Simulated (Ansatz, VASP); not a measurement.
## Two plane-wave programs on BeS

```
CELL_PARAMETERS angstrom
3.46216 0.00000 0.00000
-1.73108 2.99832 0.00000
0.00000 0.00000 6.99243
ATOMIC_POSITIONS crystal
Be 0.33333 0.66667 0.25000
Be 0.66667 0.33333 0.75000
S 0.66667 0.33333 0.25000
S 0.33333 0.66667 0.75000
```

Alike in both runs: task single point; functional r2SCAN; k mesh 9 × 9 × 4; no spin polarisation.

|  | VASP | Ansatz |
| --- | --- | --- |
| version | VASP 6.6.1 | Ansatz 0.2.0 |
| potentials or method | VASP PAW PBE potentials, release 64 (Be, S) | plane waves, PAW |
| plane-wave cutoff (eV) | 520 | 500 |
| occupations | gaussian, width 0.01 eV | fixed |
| valence electrons in the cell | 16 | 16 |

```tsv
	VASP	Ansatz	Ansatz less VASP
gap on the k mesh at the Fermi level (eV)	4.54	4.52	-0.018
pressure (GPa)	-0.1	0.0	+0.08
traceless stress, the component that is largest in VASP (GPa)	0.08	0.03	-0.045
```

VASP's potentials were made for PBE, not for r2SCAN.
